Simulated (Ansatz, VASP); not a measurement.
## Two plane-wave programs on Rh

```
Rh
1.0
     0.00000    1.85401    1.94909
     1.85401    0.00000    1.94909
     1.85401    1.85401    0.00000
Rh
1
Cartesian
  0.0000 0.0000 0.0000
```

Change from the starting cell: strain -0.025 along x and y, +0.025 along z, atoms carried along.

Alike in both runs: task single point; functional r2SCAN; k mesh 22 × 22 × 22; occupations gaussian, width 0.15 eV; no spin polarisation.

|  | VASP | Ansatz |
| --- | --- | --- |
| version | VASP 6.6.1 | Ansatz 0.2.0 |
| potentials or method | VASP PAW PBE potentials, release 64 (Rh_pv), cutoff 520 eV | scalar-relativistic, plane waves, PAW |
| valence electrons in the cell | 15 | 17 |

```tsv
	VASP	Ansatz	Ansatz less VASP
gap on the k mesh at the Fermi level (eV)	none	none	-
pressure (GPa)	8.9	7.5	-1.34
traceless stress, the component that is largest in VASP (GPa)	-9.11	-9.06	+0.053
```

VASP's potentials were made for PBE, not for r2SCAN. A gap of «none» marks a metal or a gap that the smearing closes. With one functional, cell and mesh, what is left measures potentials, basis and numerics. VASP's potentials hold 15 valence electrons a cell and Ansatz's 17, so a difference there can come from the potentials and not from the codes.
